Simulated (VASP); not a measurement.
# Ga (C2/c) in VASP: further runs

Runs on Ga. Level: LDA. Tasks: single point.

Program: VASP 6.6.1. These are calculated values, not measurements. Logs are shortened: lines on timing, memory, paths and dates and some standing lists are left out, and cuts for length are marked.

### 1 The cell of the first run

Symmetry: C2/c, No. 15, monoclinic system. Conventional cell: a = 4.430 Å, b = 7.491 Å, c = 5.116 Å, α = 90.00°, β = 98.02°, γ = 90.00°. Ga (site symmetry 1) has 7 Ga at 2.49 to 2.97 Å within 3.3 Å.

### 2 Single point, LDA (engineering shear strain xz -0.1500, normal strain along z +0.1500)

The input, INCAR:

```
PREC = Accurate
ENCUT = 520
EDIFF = 1E-7
ISMEAR = 0
SIGMA = 0.15
LREAL = False
LASPH = True
NELM = 80
ALGO = Fast
ISIF = 2
LWAVE = False
LCHARG = False
GGA = CA
NBANDS = 34
```

The input, KPOINTS:

```
regular mesh
0
Gamma
  10 10 10
```

The input, POSCAR:

```
Ga
1.0
    2.2085777266     -3.7454996903     -0.1656433295
    2.2085777266      3.7454996903     -0.1656433295
   -0.3329304646      0.0000000000      5.1049337912
Ga
4
Direct
    0.1560190462      0.8439809538      0.0845038705
    0.6560190462      0.3439809538      0.4154961295
    0.8439809538      0.1560190462      0.9154961295
    0.3439809538      0.6560190462      0.5845038705
```

Potentials or basis: VASP PAW LDA potentials, release 64 (Ga_d).

Run with:

```
$ cat potpaw_LDA.64/Ga_d/POTCAR > POTCAR
$ mpirun -np 1 vasp_std > vasp.out
```

OUTCAR:

```text
PREC = Accurate
   ENCUT = 520
   EDIFF = 1E-7
   ISMEAR = 0
   LREAL = False
   LASPH = True
   NELM = 80
   ISIF = 2
   GGA = CA

 ion  position               nearest neighbor table
   1  0.156  0.844  0.085-   3 2.49   2 2.59   3 2.66   3 2.86   4 2.92   4 2.92
   2  0.656  0.344  0.415-   4 2.49   1 2.59   4 2.66   4 2.86   3 2.92   3 2.92
   3  0.844  0.156  0.915-   1 2.49   4 2.59   1 2.66   1 2.86   2 2.92   2 2.92
   4  0.344  0.656  0.585-   2 2.49   3 2.59   2 2.66   2 2.86   1 2.92   1 2.92

  LATTYP: Found a base centered monoclinic cell.
 ALAT       =     4.4295612817
 B/A-ratio  =     1.6911379941
 C/A-ratio  =     1.1549176938
 COS(beta)  =    -0.1395282723

  Lattice vectors:

 A1 = (   2.2085777266,  -3.7454996903,  -0.1656433295)
 A2 = (   2.2085777266,   3.7454996903,  -0.1656433295)
 A3 = (  -0.3329304646,   0.0000000000,   5.1049337912)

Analysis of symmetry for initial positions (statically):
=====================================================================
 Subroutine PRICEL returns:
 Original cell was already a primitive cell.

 Routine SETGRP: Setting up the symmetry group for a
 base centered monoclinic supercell.

 Subroutine GETGRP returns: Found  4 space group operations
 (whereof  2 operations were pure point group operations)
 out of a pool of  4 trial point group operations.

The static configuration has the point symmetry S_2 .
 The point group associated with its full space group is C_2h.

Analysis of symmetry for dynamics (positions and initial velocities):
=====================================================================
 Subroutine PRICEL returns:
 Original cell was already a primitive cell.

 Routine SETGRP: Setting up the symmetry group for a
 base centered monoclinic supercell.

 Subroutine GETGRP returns: Found  4 space group operations
 (whereof  2 operations were pure point group operations)
 out of a pool of  4 trial point group operations.

The dynamic configuration has the point symmetry S_2 .
 The point group associated with its full space group is C_2h.

 Subroutine INISYM returns: Found  4 space group operations
 (whereof  2 operations are pure point group operations),
 and found     1 'primitive' translations

----------------------------------------------------------------------------------------

                                     Primitive cell

  volume of cell :      84.0452

  direct lattice vectors                    reciprocal lattice vectors
     2.208577727 -3.745499690 -0.165643329     0.227502826 -0.133493537  0.014837141
     2.208577727  3.745499690 -0.165643329     0.227502826  0.133493537  0.014837141
    -0.332930465  0.000000000  5.104933791     0.014763884  0.000000000  0.196851788

  length of vectors
     4.351324076  4.351324076  5.115778700     0.264193491  0.264193491  0.197404658

  position of ions in fractional coordinates (direct lattice)
     0.156019046  0.843980954  0.084503871
     0.656019046  0.343980954  0.415496129
     0.843980954  0.156019046  0.915496129
     0.343980954  0.656019046  0.584503871

  ion indices of the primitive-cell ions
   primitive index   ion index
                 1           1
                 2           2
                 3           3
                 4           4

----------------------------------------------------------------------------------------

 KPOINTS: regular mesh

Automatic generation of k-mesh.
 Grid dimensions read from file:
 generate k-points for:   10   10   10

 Generating k-lattice:

  Cartesian coordinates                     Fractional coordinates (reciprocal lattice)
     0.022750283 -0.013349354  0.001483714     0.100000000  0.000000000 -0.000000000
     0.022750283  0.013349354  0.001483714     0.000000000  0.100000000 -0.000000000
     0.001476388  0.000000000  0.019685179     0.000000000  0.000000000  0.100000000

  Length of vectors
     0.026419349  0.026419349  0.019740466

  Shift w.r.t. Gamma in fractional coordinates (k-lattice)
     0.000000000  0.000000000  0.000000000

 Subroutine IBZKPT returns following result:
 ===========================================

 Found    282 irreducible k-points:

 Following reciprocal coordinates:
            Coordinates               Weight
  0.000000  0.000000  0.000000      1.000000
  0.100000 -0.000000  0.000000      4.000000
  0.200000 -0.000000  0.000000      4.000000
  0.300000 -0.000000  0.000000      4.000000
  0.400000 -0.000000  0.000000      4.000000
  0.500000 -0.000000  0.000000      2.000000
[... 16 lines left out ...]
  0.300000  0.300000  0.000000      2.000000
  0.400000  0.300000  0.000000      4.000000
 [... further k-points ...]
   k-points           NKPTS =    282   k-points in BZ     NKDIM =    282   number of bands    NBANDS=     34
   number of dos      NEDOS =    301   number of ions     NIONS =      4
   total plane-waves  NPLWV =  40960
   dimension x,y,z NGX =    32 NGY =   32 NGZ =   40
   dimension x,y,z NGXF=    64 NGYF=   64 NGZF=   80
   ions per type =               4
   NGX,Y,Z   is equivalent  to a cutoff of  12.23, 12.23, 13.00 a.u.
   NGXF,Y,Z  is equivalent  to a cutoff of  24.45, 24.45, 26.00 a.u.
 SYSTEM =  unknown system
   PREC   = accura    normal or accurate (medium, high low for compatibility)
   ISTART =      0    job   : 0-new  1-cont  2-samecut
   ICHARG =      2    charge: 1-file 2-atom 10-const
   ISPIN  =      1    spin polarized calculation?
   LNONCOLLINEAR =      F non collinear calculations
   LSORBIT =      F    spin-orbit coupling
   LASPH  =      T    aspherical Exc in radial PAW
   ENCUT  =  520.0 eV  38.22 Ry    6.18 a.u.   8.09  8.09  9.51*2*pi/ulx,y,z
   NELM   =     80;   NELMIN=  2; NELMDL= -5     # of ELM steps
   EDIFF  = 0.1E-06   stopping-criterion for ELM
   LREAL  =      F    real-space projection
   EDIFFG = 0.1E-05   stopping-criterion for IOM
   NSW    =      0    number of steps for IOM
   IBRION =     -1    ionic relax: 0-MD 1-quasi-New 2-CG
   NFREE  =      0    steps in history (QN), initial steepest desc. (CG)
   ISIF   =      2    stress and relaxation
   ISYM   =      2    0-nonsym 1-usesym 2-fastsym
   POTIM  = 0.5000    time-step for ionic-motion
   TEBEG  =    0.0;   TEEND  =   0.0 temperature during run
   PSTRESS=    0.0 pullay stress
   NELECT =      52.0000    total number of electrons
   NUPDOWN=      -1.0000    fix difference up-down
   EMIN   =  10.00;   EMAX   =-10.00  energy-range for DOS
   EFERMI =   0.00;   METHOD = LEGACY
   ISMEAR =     0;   SIGMA  =   0.15  broadening in eV -4-tet -1-fermi 0-gaus
   EFERMI_NEDOS =   21; number of points for ismear=-14 and -15
   IALGO  =     68    algorithm
   IMIX   =      4    mixing-type and parameters
     AMIX     =   0.40;   BMIX     =  1.00
     AMIX_MAG =   1.60;   BMIX_MAG =  1.00
  volume/ion in A,a.u.               =      21.01       141.79
  Fermi-wavevector in a.u.,A,eV,Ry     =   1.394992  2.636152 26.476958  1.946001
  Thomas-Fermi vector in A             =   2.518487
   LORBIT       =      0    0 simple, 1 ext, 2 COOP (PROOUT), +10 PAW based schemes
   GGA     = CA    functional components
   LHFCALC =     F    Hartree Fock is set to
   AEXX    =    0.0000 exact exchange contribution
   IVDW    =     0    specifies the selected vdW correction
   LEPSILON=     F    determine dielectric tensor
   LRPA    =     F    only Hartree local field effects (RPA)
 non-spin polarized calculation
 RMM-DIIS sequential band-by-band and
 Gauss-broadening in eV      SIGMA  =   0.15
  energy-cutoff  :      520.00
  volume of cell :       84.05
 maximum number of plane-waves:      2290
   NGX = 17   NGY = 17   NGZ = 19

 number of electron      52.0000007 magnetization

 Free energy of the ion-electron system (eV)
  ---------------------------------------------------
  ext. energy  EPLUGINS =         0.00000000
  ---------------------------------------------------
  free energy    TOTEN  =       -14.03205321 eV

  energy without entropy =      -14.01562680  energy(sigma->0) =      -14.02384001

 E-fermi :   4.1189     XC(G=0): -10.6179

 val. band max:        4.1187408081   @ k =   0.1000   0.1000   0.5000
 cond. band min:       4.1234765843   @ k =   0.3000   0.2000   0.0000
 fundamental gap:      0.0047357762
 Fermi energy:         4.1188709921

 k-point     1 :       0.0000    0.0000    0.0000
  band No.  band energies     occupation
      1     -11.0124      2.00000
      2     -11.0046      2.00000
      3     -10.9639      2.00000
      4     -10.9458      2.00000
      5     -10.9456      2.00000
      6     -10.8903      2.00000
[... 26 lines left out ...]
     33      10.2847      0.00000
     34      10.8552      0.00000

 k-point     2 :       0.1000   -0.0000    0.0000
  band No.  band energies     occupation
      1     -11.0170      2.00000
      2     -10.9930      2.00000
      3     -10.9669      2.00000
      4     -10.9482      2.00000
      5     -10.9395      2.00000
      6     -10.8856      2.00000
[... 26 lines left out ...]
     33      10.1826      0.00000
     34      10.4303      0.00000

 k-point     3 :       0.2000   -0.0000    0.0000
  band No.  band energies     occupation
      1     -11.0162      2.00000
      2     -10.9851      2.00000
      3     -10.9693      2.00000
      4     -10.9412      2.00000
      5     -10.9318      2.00000
      6     -10.8733      2.00000
[... 26 lines left out ...]
     33      10.4701      0.00000
     34      11.4324      0.00000

 k-point     4 :       0.3000   -0.0000    0.0000
  band No.  band energies     occupation
      1     -11.0110      2.00000
      2     -10.9964      2.00000
      3     -10.9616      2.00000
      4     -10.9319      2.00000
      5     -10.9172      2.00000
      6     -10.8829      2.00000
[... 26 lines left out ...]
     33      10.1024      0.00000
     34      11.5330      0.00000

 k-point     5 :       0.4000   -0.0000    0.0000
  band No.  band energies     occupation
      1     -11.0097      2.00000
      2     -11.0068      2.00000
      3     -10.9484      2.00000
      4     -10.9258      2.00000
      5     -10.9075      2.00000
      6     -10.8802      2.00000
[... 621 lines left out ...]
 k-point    22 :      -0.2000    0.2000    0.0000
  band No.  band energies     occupation
      1     -11.0469      2.00000
      2     -10.9749      2.00000
      3     -10.9607      2.00000
      4     -10.9536      2.00000
      5     -10.9256      2.00000
      6     -10.9028      2.00000
[... 26 lines left out ...]
     33       9.6587      0.00000
     34      10.2092      0.00000

 k-point    23 :       0.3000    0.3000    0.0000
  band No.  band energies     occupation
      1     -11.0486      2.00000
      2     -10.9803      2.00000
      3     -10.9733      2.00000
      4     -10.9218      2.00000
      5     -10.9038      2.00000
      6     -10.8796      2.00000
[... 26 lines left out ...]
     33      12.2456      0.00000
     34      12.6369      0.00000

 k-point    24 :       0.4000    0.3000    0.0000
  band No.  band energies     occupation
      1     -11.0537      2.00000
      2     -10.9809      2.00000
      3     -10.9659      2.00000
      4     -10.9479      2.00000
      5     -10.8932      2.00000
      6     -10.8684      2.00000
[... 26 lines left out ...]
     33      11.3076      0.00000
     34      12.7205      0.00000

 [... further k-points ...]
[... 5 lines left out ...]
  --------------------------------------------------------------------------------------
  -------------------------------------------------------------------------------------
  Total       -2.9476380     -1.1648262     -3.4453220      0.0000000      0.0000000      0.8887663
  in kB      -56.1916323    -22.2054021    -65.6791178      0.0000000      0.0000000     16.9427965
  external PRESSURE =     -48.0253841 kB  Pullay stress =       0.0000000 kB

 VOLUME and BASIS-vectors are now :
 -----------------------------------------------------------------------------
  energy-cutoff  :      520.00
  volume of cell :       84.05
      direct lattice vectors                 reciprocal lattice vectors
     2.208577727 -3.745499690 -0.165643329     0.227502826 -0.133493537  0.014837141
     2.208577727  3.745499690 -0.165643329     0.227502826  0.133493537  0.014837141
    -0.332930465  0.000000000  5.104933791     0.014763884  0.000000000  0.196851788

 POSITION                                       TOTAL-FORCE (eV/Angst)
 -----------------------------------------------------------------------------------
      2.18044      2.57676      0.26574        -0.125822     -0.332664     -0.053980
      2.07025     -1.16874      1.95544         0.125822     -0.332664      0.053980
      1.90378     -2.57676      4.50790         0.125822      0.332664      0.053980
      2.01398      1.16874      2.81821        -0.125822      0.332664     -0.053980
 -----------------------------------------------------------------------------------
    total drift:                                0.000000      0.000000      0.000000

  FREE ENERGIE OF THE ION-ELECTRON SYSTEM (eV)
  ---------------------------------------------------
  free  energy   TOTEN  =       -14.0320532068 eV

  energy  without entropy=      -14.0156268038  energy(sigma->0) =      -14.02384001
```

It took 8 min on 1 thread of AMD EPYC 9R45 (Zen 5), shared host; peak memory 0.56 GiB.

Results:

```yaml
Free_energy: -14.0321 eV
Pressure: -4.8 GPa
Largest_force: 0.360 eV/Å
Band_gap_on_the_k_mesh: zero (band 26 reaches 4.71 eV, above the bottom of band 27 at 3.02 eV)
```

Forces in eV/Å, atoms in the order of the input:
```
Ga  -0.126 -0.333 -0.054
Ga   0.126 -0.333  0.054
Ga   0.126  0.333  0.054
Ga  -0.126  0.333 -0.054
```

Caveat: the cell differs from its parent crystal (engineering shear strain xz -0.1500, normal strain along z +0.1500).

### 3 Single point, LDA (engineering shear strain xz -0.0750, normal strain along z +0.1500)

INCAR is that of step 2.

The input, KPOINTS:

```
Automatic mesh
0
Gamma
  10 10 10
```

The input, POSCAR:

```
Ga
1.0
    2.2085777266     -3.7454996903     -0.0828216647
    2.2085777266      3.7454996903     -0.0828216647
   -0.1664652323      0.0000000000      5.1049337912
Ga
4
Direct
    0.1560190462      0.8439809538      0.0845038705
    0.6560190462      0.3439809538      0.4154961295
    0.8439809538      0.1560190462      0.9154961295
    0.3439809538      0.6560190462      0.5845038705
```

Potentials or basis: VASP PAW LDA potentials, release 64 (Ga_d).

Run with:

```
$ cat potpaw_LDA.64/Ga_d/POTCAR > POTCAR
$ mpirun -np 1 vasp_std > vasp.out
```

Wall time 7.3 min (1 thread of AMD EPYC 9R45 (Zen 5), shared host); peak memory 0.56 GiB.

It converged, with:

| Quantity | Value |
| --- | --- |
| Free energy | -14.0601 eV |
| Pressure | -5.4 GPa |
| Largest force | 0.313 eV/Å |
| Band gap on the k mesh | zero (band 26 reaches 4.79 eV, above the bottom of band 27 at 3.38 eV) |

Forces on the atoms (eV/Å):
```
Ga  -0.049 -0.307  0.031
Ga   0.049 -0.307 -0.031
Ga   0.049  0.307 -0.031
Ga  -0.049  0.307  0.031
```

Stress tensor (GPa, compression positive):
```
-6.29  0.00  0.66
 0.00 -1.94  0.00
 0.66  0.00 -7.83
```

Levels at points of the mesh, in eV from the Fermi level:
| k point | band 23 | band 24 | band 25 | band 26 | band 27 | band 28 | band 29 | band 30 |
| --- | --- | --- | --- | --- | --- | --- | --- | --- |
| (0.00, 0.00, 0.00) | -4.40 | -0.86 | -0.66 | -0.04 | 1.32 | 1.59 | 1.80 | 3.74 |
| (0.50, 0.00, 0.00) | -3.80 | -3.25 | -2.06 | -1.58 | -0.10 | 0.44 | 3.42 | 3.72 |
| (0.50, 0.50, 0.00) | -3.95 | -3.00 | -2.50 | -1.94 | 0.43 | 0.96 | 2.04 | 3.41 |
| (0.00, 0.00, 0.50) | -0.16 | -0.16 | 0.30 | 0.30 | 0.97 | 0.97 | 1.93 | 1.93 |
| (0.50, 0.00, 0.50) | -6.11 | -5.72 | -1.25 | -0.96 | 0.54 | 0.88 | 4.94 | 5.17 |
| (0.50, 0.50, 0.50) | -5.29 | -5.29 | -1.06 | -1.06 | -0.12 | -0.12 | 4.18 | 4.18 |

Caveat: the cell differs from its parent crystal (engineering shear strain xz -0.0750, normal strain along z +0.1500).
